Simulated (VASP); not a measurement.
# In (P6/mmm) in VASP: a series of runs

The runs below take In through single point, with LDA.

All numbers are computed with VASP 6.6.1; they aren't measurements. Logs are shortened: lines on timing, memory, paths and dates and some standing lists are left out, and cuts for length are marked.

## 1. The cell of the first run

The structure is hexagonal, space group P6/mmm (No. 191). Conventional cell: a = 2.326 Å, b = 2.326 Å, c = 2.230 Å, α = 90.00°, β = 90.00°, γ = 120.00°. Within 2.9 Å of In (site symmetry 6/mmm) lie 8 In at 2.23 to 2.33 Å.

## 2. Single point, LDA

Input file INCAR:

```
PREC = Accurate ; ENCUT = 520
EDIFF = 1E-7 ; ISMEAR = -1
SIGMA = 0.08 ; LREAL = False
LASPH = True ; NELM = 100
ALGO = Normal ; ISIF = 2
LWAVE = False ; LCHARG = False
NBANDS = 12
```

Input file KPOINTS:

```
Automatic mesh
0
Gamma
  19 19 17
```

Input file POSCAR:

```
In
1.0
    2.3264157926      0.0000000000      0.0000000000
   -1.1632078963      2.0147351762      0.0000000000
    0.0000000000      0.0000000000      2.2296377588
In
1
Direct
    0.0000000000      0.0000000000      0.0000000000
```

Potentials or basis: VASP PAW LDA potentials, release 64 (In_d).

Command:

```
$ cat potpaw_LDA.64/In_d/POTCAR > POTCAR
$ mpirun -np 1 vasp_std > vasp.out
```

OUTCAR:

```text
PREC = Accurate
   ENCUT = 520
   EDIFF = 1E-7
   ISMEAR = -1
   LREAL = False
   LASPH = True
   NELM = 100
   ISIF = 2

 ion  position               nearest neighbor table
   1  0.000  0.000  0.000-

  LATTYP: Found a hexagonal cell.
 ALAT       =     2.3264157926
 C/A-ratio  =     0.9584003710

  Lattice vectors:

 A1 = (   2.3264157926,   0.0000000000,   0.0000000000)
 A2 = (  -1.1632078963,   2.0147351762,   0.0000000000)
 A3 = (   0.0000000000,   0.0000000000,   2.2296377588)

Analysis of symmetry for initial positions (statically):
=====================================================================
 Subroutine PRICEL returns:
 Original cell was already a primitive cell.

 Routine SETGRP: Setting up the symmetry group for a
 hexagonal supercell.

 Subroutine GETGRP returns: Found 24 space group operations
 (whereof 24 operations were pure point group operations)
 out of a pool of 24 trial point group operations.

The static configuration has the point symmetry D_6h.

Analysis of symmetry for dynamics (positions and initial velocities):
=====================================================================
 Subroutine PRICEL returns:
 Original cell was already a primitive cell.

 Routine SETGRP: Setting up the symmetry group for a
 hexagonal supercell.

 Subroutine GETGRP returns: Found 24 space group operations
 (whereof 24 operations were pure point group operations)
 out of a pool of 24 trial point group operations.

The dynamic configuration has the point symmetry D_6h.

 Subroutine INISYM returns: Found 24 space group operations
 (whereof 24 operations are pure point group operations),
 and found     1 'primitive' translations

----------------------------------------------------------------------------------------

                                     Primitive cell

  volume of cell :      10.4506

  direct lattice vectors                    reciprocal lattice vectors
     2.326415793  0.000000000  0.000000000     0.429845775  0.248171574  0.000000000
    -1.163207896  2.014735176  0.000000000     0.000000000  0.496343148  0.000000000
     0.000000000  0.000000000  2.229637759     0.000000000  0.000000000  0.448503348

  length of vectors
     2.326415793  2.326415793  2.229637759     0.496343148  0.496343148  0.448503348

  position of ions in fractional coordinates (direct lattice)
     0.000000000  0.000000000  0.000000000

  ion indices of the primitive-cell ions
   primitive index   ion index
                 1           1

----------------------------------------------------------------------------------------

 KPOINTS: Automatic mesh

Automatic generation of k-mesh.
 Grid dimensions read from file:
 generate k-points for:   19   19   17

 Generating k-lattice:

  Cartesian coordinates                     Fractional coordinates (reciprocal lattice)
     0.022623462  0.013061662  0.000000000     0.052631579  0.000000000  0.000000000
     0.000000000  0.026123324  0.000000000     0.000000000  0.052631579  0.000000000
     0.000000000  0.000000000  0.026382550     0.000000000  0.000000000  0.058823529

  Length of vectors
     0.026123324  0.026123324  0.026382550

  Shift w.r.t. Gamma in fractional coordinates (k-lattice)
     0.000000000  0.000000000  0.000000000

 Subroutine IBZKPT returns following result:
 ===========================================

 Found    360 irreducible k-points:

 Following reciprocal coordinates:
            Coordinates               Weight
  0.000000  0.000000  0.000000      1.000000
  0.052632  0.000000  0.000000      6.000000
  0.105263  0.000000  0.000000      6.000000
  0.157895 -0.000000  0.000000      6.000000
  0.210526 -0.000000  0.000000      6.000000
  0.263158  0.000000  0.000000      6.000000
[... 16 lines left out ...]
  0.263158  0.105263  0.000000     12.000000
  0.315789  0.105263  0.000000     12.000000
 [... further k-points ...]
   k-points           NKPTS =    360   k-points in BZ     NKDIM =    360   number of bands    NBANDS=     12
   number of dos      NEDOS =    301   number of ions     NIONS =      1
   total plane-waves  NPLWV =   5832
   dimension x,y,z NGX =    18 NGY =   18 NGZ =   18
   dimension x,y,z NGXF=    36 NGYF=   36 NGZF=   36
   ions per type =               1
   NGX,Y,Z   is equivalent  to a cutoff of  12.86, 12.86, 13.42 a.u.
   NGXF,Y,Z  is equivalent  to a cutoff of  25.73, 25.73, 26.84 a.u.
 SYSTEM =  unknown system
   PREC   = accura    normal or accurate (medium, high low for compatibility)
   ISTART =      0    job   : 0-new  1-cont  2-samecut
   ICHARG =      2    charge: 1-file 2-atom 10-const
   ISPIN  =      1    spin polarized calculation?
   LNONCOLLINEAR =      F non collinear calculations
   LSORBIT =      F    spin-orbit coupling
   LASPH  =      T    aspherical Exc in radial PAW
   ENCUT  =  520.0 eV  38.22 Ry    6.18 a.u.   4.33  4.33  4.15*2*pi/ulx,y,z
   NELM   =    100;   NELMIN=  2; NELMDL= -5     # of ELM steps
   EDIFF  = 0.1E-06   stopping-criterion for ELM
   LREAL  =      F    real-space projection
   EDIFFG = 0.1E-05   stopping-criterion for IOM
   NSW    =      0    number of steps for IOM
   IBRION =     -1    ionic relax: 0-MD 1-quasi-New 2-CG
   NFREE  =      0    steps in history (QN), initial steepest desc. (CG)
   ISIF   =      2    stress and relaxation
   ISYM   =      2    0-nonsym 1-usesym 2-fastsym
   POTIM  = 0.5000    time-step for ionic-motion
   TEBEG  =    0.0;   TEEND  =   0.0 temperature during run
   PSTRESS=    0.0 pullay stress
   NELECT =      13.0000    total number of electrons
   NUPDOWN=      -1.0000    fix difference up-down
   EMIN   =  10.00;   EMAX   =-10.00  energy-range for DOS
   EFERMI =   0.00;   METHOD = LEGACY
   ISMEAR =    -1;   SIGMA  =   0.08  broadening in eV -4-tet -1-fermi 0-gaus
   EFERMI_NEDOS =   21; number of points for ismear=-14 and -15
   IALGO  =     38    algorithm
   IMIX   =      4    mixing-type and parameters
     AMIX     =   0.40;   BMIX     =  1.00
     AMIX_MAG =   1.60;   BMIX_MAG =  1.00
  volume/ion in A,a.u.               =      10.45        70.52
  Fermi-wavevector in a.u.,A,eV,Ry     =   1.760662  3.327169 42.177134  3.099932
  Thomas-Fermi vector in A             =   2.829384
   LORBIT       =      0    0 simple, 1 ext, 2 COOP (PROOUT), +10 PAW based schemes
   GGA     = CA    functional components
   LHFCALC =     F    Hartree Fock is set to
   AEXX    =    0.0000 exact exchange contribution
   IVDW    =     0    specifies the selected vdW correction
   LEPSILON=     F    determine dielectric tensor
   LRPA    =     F    only Hartree local field effects (RPA)
 non-spin polarized calculation
  energy-cutoff  :      520.00
  volume of cell :       10.45
 maximum number of plane-waves:       297
 NGX is ok and might be reduce to    18

 number of electron      13.0000007 magnetization

 Free energy of the ion-electron system (eV)
  ---------------------------------------------------
  ext. energy  EPLUGINS =         0.00000000
  ---------------------------------------------------
  free energy    TOTEN  =         4.82850743 eV

  energy without entropy =        4.83394863  energy(sigma->0) =        4.83122803

 E-fermi :  25.0478     XC(G=0): -15.6911

 val. band max:       25.0372647570   @ k =   0.3158   0.1579   0.4118
 cond. band min:      25.0765558063   @ k =   0.3684   0.2632   0.4118
 fundamental gap:      0.0392910493
 Fermi energy:        25.0477554625

 k-point     1 :       0.0000    0.0000    0.0000
  band No.  band energies     occupation
      1       3.1963      2.00000
      2       5.2945      2.00000
      3       5.8125      2.00000
      4       5.8125      2.00000
      5       8.9601      2.00000
      6       8.9601      2.00000
      7      35.1502      0.00000
      8      35.5382      0.00000
      9      42.9154      0.00000
     10      42.9154      0.00000
     11      44.2849      0.00000
     12      48.7629      0.00000

 k-point     2 :       0.0526    0.0000    0.0000
  band No.  band energies     occupation
      1       3.2448      2.00000
      2       5.4036      2.00000
      3       5.7718      2.00000
      4       5.8914      2.00000
      5       8.9028      2.00000
      6       8.9489      2.00000
      7      35.3481      0.00000
      8      35.6007      0.00000
      9      41.9139      0.00000
     10      42.3820      0.00000
     11      44.3547      0.00000
     12      49.2894      0.00000

 k-point     3 :       0.1053    0.0000    0.0000
  band No.  band energies     occupation
      1       3.3734      2.00000
      2       5.4747      2.00000
      3       5.9281      2.00000
      4       6.1229      2.00000
      5       8.7396      2.00000
      6       8.9165      2.00000
      7      35.5919      0.00000
      8      35.9286      0.00000
      9      40.2065      0.00000
     10      41.1542      0.00000
     11      44.1139      0.00000
     12      50.3821      0.00000
[... 286 lines left out ...]
 k-point    23 :       0.2632    0.1053    0.0000
  band No.  band energies     occupation
      1       3.9984      2.00000
      2       4.7256      2.00000
      3       7.4337      2.00000
      4       7.6115      2.00000
      5       8.5762      2.00000
      6      11.2504      2.00000
      7      27.9875      0.00000
      8      32.6841      0.00000
      9      40.4652      0.00000
     10      41.5115      0.00000
     11      43.9063      0.00000
     12      50.3529      0.00000

 k-point    24 :       0.3158    0.1053    0.0000
  band No.  band energies     occupation
      1       3.8988      2.00000
      2       4.7414      2.00000
      3       7.4040      2.00000
      4       7.9528      2.00000
      5       8.5054      2.00000
      6      12.9055      2.00000
      7      25.4848      0.00844
      8      31.8107      0.00000
      9      39.9215      0.00000
     10      42.9782      0.00000
     11      44.4069      0.00000
     12      49.6399      0.00000

 [... further k-points ...]
[... 5 lines left out ...]
  --------------------------------------------------------------------------------------
  -------------------------------------------------------------------------------------
  Total       27.1193827     27.1193827     27.1589637      0.0000000      0.0000000      0.0000000
  in kB     4157.6771687   4157.6771689   4163.7453451      0.0000000      0.0000000      0.0000000
  external PRESSURE =    4159.6998942 kB  Pullay stress =       0.0000000 kB

 VOLUME and BASIS-vectors are now :
 -----------------------------------------------------------------------------
  energy-cutoff  :      520.00
  volume of cell :       10.45
      direct lattice vectors                 reciprocal lattice vectors
     2.326415793  0.000000000  0.000000000     0.429845775  0.248171574  0.000000000
    -1.163207896  2.014735176  0.000000000     0.000000000  0.496343148  0.000000000
     0.000000000  0.000000000  2.229637759     0.000000000  0.000000000  0.448503348

 POSITION                                       TOTAL-FORCE (eV/Angst)
 -----------------------------------------------------------------------------------
      0.00000      0.00000      0.00000         0.000000      0.000000      0.000000
 -----------------------------------------------------------------------------------
    total drift:                                0.000000      0.000000      0.000000

  FREE ENERGIE OF THE ION-ELECTRON SYSTEM (eV)
  ---------------------------------------------------
  free  energy   TOTEN  =         4.8285074321 eV

  energy  without entropy=        4.8339486329  energy(sigma->0) =        4.83122803
```

Run time: 17 s. Hardware: 1 thread of Intel Xeon 6975P-C (Granite Rapids), shared host; peak memory 0.15 GiB.

Results:

```
Free energy : 4.8285 eV
Pressure    : 416.0 GPa
```

Stress tensor (GPa, compression positive):
```
415.77   0.00   0.00
  0.00 415.77   0.00
  0.00   0.00 416.37
```

Levels at points of the mesh, in eV from the Fermi level:
```csv
k point,band 3,band 4,band 5,band 6,band 7,band 8,band 9,band 10
"(0.00, 0.00, 0.00)",-19.24,-19.24,-16.09,-16.09,10.10,10.49,17.87,17.87
```

Caveat: spin-orbit coupling is left out, which moves the levels of the heavy elements.

## 3. Single point, LDA

Input file INCAR:

```
SYSTEM = In
  PREC = Accurate
  ENCUT = 520
  EDIFF = 1E-6
  ISMEAR = -1
  SIGMA = 0.08
  LREAL = .False.
  LASPH = .True.
  NELM = 80
  ALGO = Normal
  ISIF = 2
  LWAVE = .False.
  LCHARG = .False.
  NBANDS = 12
```

Input file KPOINTS:

```
Automatic mesh
0
Gamma
  19 19 17
  0 0 0
```

Input file POSCAR:

```
In
1.0
    2.3264681267      0.0000000000      0.0000000000
   -1.1632340633      2.0147804988      0.0000000000
    0.0000000000      0.0000000000      2.2305087188
In
1
Direct
    0.0000000000      0.0000000000      0.0000000000
```

Potentials or basis: VASP PAW LDA potentials, release 64 (In_d).

Command:

```
$ cat potpaw_LDA.64/In_d/POTCAR > POTCAR
$ mpirun -np 1 vasp_std > vasp.out
```

Wall time 15 s (1 thread of Intel Xeon 6975P-C (Granite Rapids), shared host); peak memory 0.15 GiB.

It converged, with:

- Free energy: 4.8167 eV
- Pressure: 415.3 GPa

Stress tensor (GPa, compression positive):
```
415.39   0.00   0.00
  0.00 415.39   0.00
  0.00   0.00 415.18
```

Levels at points of the mesh, in eV from the Fermi level:
```csv
k point,band 4,band 5,band 6,band 7,band 8,band 9
"(0.00, 0.00, 0.00)",-19.23,-16.09,-16.09,10.09,10.50,17.88
```

Caveat: spin-orbit coupling is left out, which moves the levels of the heavy elements.

## 4. Single point, LDA

This run uses another cell than the first one: it holds 3 atoms, not 1.

Input file INCAR:

```
SYSTEM = In
  ALGO = Normal
  EDIFF = 1E-7
  ENCUT = 520
  GGA = CA
  ISIF = 2
  ISMEAR = -1
  LASPH = .TRUE.
  LCHARG = .FALSE.
  LREAL = .FALSE.
  LWAVE = .FALSE.
  NBANDS = 26
  NELM = 60
  PREC = Accurate
  SIGMA = 0.08
```

Input file KPOINTS:

```
k-points
0
G
  9 9 13
  0 0 0
```

Input file POSCAR:

```
In
1.0
    3.9054681507      0.0000000000      0.0000000000
   -1.9527340753      3.3822346322      0.0000000000
    0.0000000000      0.0000000000      2.3384182520
In
3
Direct
    0.0000000000      0.0000000000      0.0000000000
    0.3333333333      0.6666666667      0.5000000000
    0.6666666667      0.3333333333      0.5000000000
```

Command:

```
$ cat potpaw_LDA.64/In_d/POTCAR > POTCAR
$ mpirun -np 1 vasp_std > vasp.out
```

Wall time 30 s (1 thread of Intel Xeon 6975P-C (Granite Rapids), shared host); peak memory 0.16 GiB.

Results (log left out):

- Free energy: 14.1550 eV
- Pressure: 415.3 GPa

Stress tensor (GPa, compression positive):
```
415.14   0.00   0.00
  0.00 415.14   0.00
  0.00   0.00 415.68
```

Levels at points of the mesh, in eV from the Fermi level:
```csv
k point,band 15,band 16,band 17,band 18,band 19,band 20,band 21,band 22,band 23,band 24
"(0.00, 0.00, 0.00)",-16.56,-16.56,-3.60,-3.60,-3.50,-3.50,-1.90,-1.59,6.74,11.62
```

Caveat: spin-orbit coupling is left out, which moves the levels of the heavy elements.

## 5. Single point, LDA

This run uses another cell than the first one: it holds 3 atoms, not 1.

Input file INCAR:

```
ALGO = Normal ; EDIFF = 1E-6
ENCUT = 520 ; GGA = CA
ISIF = 2 ; ISMEAR = -1
LASPH = T ; LCHARG = F
LREAL = F ; LWAVE = F
NBANDS = 26 ; NELM = 100
PREC = Accurate ; SIGMA = 0.08
```

Input file KPOINTS:

```
k-points
0
Gamma
  9 9 13
```

Input file POSCAR:

```
In
1.0
    3.9054681508      0.0000000000      0.0000000000
   -1.9527340754      3.3822346322      0.0000000000
    0.0000000000      0.0000000000      2.3384182520
In
3
Direct
    0.0000000000      0.0000000000      0.0000000000
    0.3333333333      0.6666666667      0.5000000000
    0.6666666667      0.3333333333      0.5000000000
```

Command:

```
$ cat potpaw_LDA.64/In_d/POTCAR > POTCAR
$ mpirun -np 1 vasp_std > vasp.out
```

It took 25 s on 1 thread of Intel Xeon 6975P-C (Granite Rapids), shared host; peak memory 0.16 GiB.

It converged, with:

* Free energy: 14.1550 eV
* Pressure: 415.2 GPa

Stress tensor (GPa, compression positive):
```
415.03   0.00   0.00
  0.00 415.03   0.00
  0.00   0.00 415.58
```

Levels at points of the mesh, in eV from the Fermi level:
```tsv
k point	band 17	band 18	band 19	band 20	band 21	band 22
(0.00, 0.00, 0.00)	-3.60	-3.60	-3.50	-3.50	-1.90	-1.59
```

Caveat: spin-orbit coupling is left out, which moves the levels of the heavy elements.

## 6. The runs side by side

```tsv
cell	k mesh	gap on the mesh (eV)	pressure (GPa)
a = 2.326, b = 2.326, c = 2.230 Å, angles 90.0, 90.0, 120.0°, 1 atom	19 × 19 × 17	none	416.0
a = 2.326, b = 2.326, c = 2.231 Å, angles 90.0, 90.0, 120.0°, 1 atom	19 × 19 × 17	none	415.3
a = 3.905, b = 3.905, c = 2.338 Å, angles 90.0, 90.0, 120.0°, 3 atoms	9 × 9 × 13	none	415.2
```

Alike in all rows: task single point; level LDA; potentials or basis VASP PAW LDA potentials, release 64 (In_d); no spin polarisation; cutoff (eV) 520; smearing fermi-dirac 0.08 eV.

Caveats: spin-orbit coupling is left out, which moves the levels of the heavy elements.

Absolute energies hang on the potentials; compare differences alone.
